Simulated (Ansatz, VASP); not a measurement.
# SnO2 in VASP and in Ansatz

```
Sn O
1.0
     1.64503    0.94976    5.00423
    -1.64503    0.94976    5.00423
     0.00000   -1.89952    5.00423
Sn O
1 2
Direct
  0.50000 0.50000 0.50000
  0.24064 0.24064 0.24064
  0.75936 0.75936 0.75936
```

Alike in both runs: task single point; functional PBE; k mesh 12 × 12 × 12; occupations gaussian, width 0.05 eV; no spin polarisation.

|  | VASP | Ansatz |
| --- | --- | --- |
| version | VASP 6.6.1 | Ansatz 0.2.0 |
| potentials or method | VASP PAW PBE potentials, release 64 (Sn_d, O), cutoff 520 eV | scalar-relativistic, plane waves, PAW |
| valence electrons in the cell | 26 | 26 |

|  | VASP | Ansatz | Ansatz less VASP |
| --- | --- | --- | --- |
| gap on the k mesh at the Fermi level (eV) | 1.53 | 1.56 | +0.023 |
| least direct gap on the mesh (eV) | 1.55 | 1.57 | +0.021 |
| pressure (GPa) | -10.8 | -11.2 | -0.42 |
| traceless stress, the component that is largest in VASP (GPa) | -0.15 | 0.08 | +0.233 |
| rms of the force components (eV/Å) | 0.675 | 0.698 | +0.0232 |

Atom by atom the forces differ by 0.023 eV/Å (rms over components). The functional is the same, so the differences come from potentials, cutoffs and numerics.
